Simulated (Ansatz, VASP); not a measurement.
## K in VASP and in Ansatz

```
K
1.0
    -2.64171    2.64171    2.64171
     2.64171   -2.64171    2.64171
     2.64171    2.64171   -2.64171
K
1
Cartesian
  0.0000 0.0000 0.0000
```

Alike in both runs: task single point; functional PBE; k mesh 9 × 9 × 9; occupations fermi-dirac, width 0.03 eV; no spin polarisation.

|  | VASP | Ansatz |
| --- | --- | --- |
| version | VASP 6.6.1 | Ansatz 0.2.0 |
| potentials or method | VASP PAW PBE potentials, release 64 (K_sv), cutoff 520 eV | plane waves (420 eV) with PAW, scalar-relativistic |
| valence electrons in the cell | 9 | 9 |

```csv
,VASP,Ansatz,Ansatz less VASP
pressure (GPa),0.0,0.0,+0.01
```

With one functional, cell and mesh, what is left measures potentials, basis and numerics.
